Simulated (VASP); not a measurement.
# BeSiSb2: relaxation of cell and atoms with PBE

BeSiSb2:

```xyz
4
Lattice="3.9137 0.0000 0.0000 0.0000 3.9137 0.0000 0.0000 0.0000 5.5348" Properties=species:S:1:pos:R:3 pbc="T T T"
Be    0.0000    0.0000    0.0000
Sb    0.0000    1.9569    1.3837
Sb    1.9569    0.0000    4.1511
Si    1.9569    1.9569    2.7674
```

| Item | Value |
| --- | --- |
| Program | VASP 6.6.1 |
| Task | relaxation of cell and atoms |
| Functional | PBE |
| Potentials or basis | VASP PAW PBE potentials, release 64 (Be, Sb, Si) |
| Cutoff | 600 eV |
| k mesh | 6 × 6 × 4 |
| Occupations | fermi-dirac, width 0.02 eV |
| Spin | no spin polarisation |
| Dipole correction | no |
| Further INCAR settings | ALGO = Normal; EDIFF = 1e-06; IBRION = 2; EDIFFG = -0.005; NSW = 80; ISIF = 3 |

The relaxed volume is 25.02 Å³/atom, the relaxed cell is a = 4.149 Å, b = 4.149 Å, c = 5.812 Å, α = 90.00°, β = 90.00°, γ = 90.00° and the space group after relaxing (to 0.05 Å) is P-4m2 (No. 115). The energy gained by relaxing is 263.1 meV/atom. The ionic steps are 11 and the pressure after relaxing is 0.0 GPa. The band gap on the k mesh is zero (band 8 reaches 5.51 eV, above the bottom of band 9 at 5.38 eV).

The path:
```
step  energy change (eV)  largest force (eV/Å)  pressure (GPa)  volume (Å³)
   1              0.0000                2.8878           16.73        84.78
   2             -0.7377                0.1623           -5.96       114.94
   3             -1.0099                0.5675           -0.97       102.59
   4             -1.0100                0.5979           -0.76       102.21
   5             -1.0399                0.3313           -0.25       100.83
   6             -1.0486                0.0727            0.61        98.97
   7             -1.0503                0.0540            0.33        99.52
   8             -1.0518                0.0052           -0.11       100.24
   9             -1.0518                0.0072           -0.11       100.26
  10             -1.0522                0.0011           -0.04       100.12
  11             -1.0523                0.0016           -0.01       100.06
```

Final structure:
```
Be Sb Si
1.0
     4.14925    0.00000    0.00000
     0.00000    4.14925    0.00000
     0.00000    0.00000    5.81204
Be Sb Si
1 2 1
Direct
  0.00000 0.00000 0.00000
  0.00000 0.50000 0.22362
  0.50000 0.00000 0.77638
  0.50000 0.50000 0.50000
```

Levels at points of the mesh, in eV from the Fermi level:
| k point | band 6 | band 7 | band 8 | band 9 | band 10 | band 11 |
| --- | --- | --- | --- | --- | --- | --- |
| (0.00, 0.00, 0.00) | -0.27 | 0.01 | 0.01 | 0.34 | 1.13 | 2.34 |
| (0.50, 0.00, 0.00) | -3.17 | -1.88 | -0.94 | 1.51 | 3.29 | 3.56 |
| (0.50, 0.50, 0.00) | -2.83 | -2.83 | -1.96 | -0.13 | 0.95 | 0.95 |
| (0.00, 0.00, 0.50) | -2.22 | -1.60 | -1.60 | 0.92 | 1.18 | 3.20 |
| (0.50, 0.00, 0.50) | -1.65 | -0.85 | -0.83 | 0.03 | 2.40 | 2.77 |
| (0.50, 0.50, 0.50) | -3.49 | -3.49 | -2.93 | 3.21 | 3.64 | 3.64 |

It took 94 s on 1 thread of AMD EPYC 9R45 96-Core Processor (Zen 5) (shared host), peak memory 0.22 GiB.

Caveat: the volume moved by over 15 % at a fixed basis, so the end points are rough; spin-orbit coupling is left out, which moves the levels of the heavy elements.
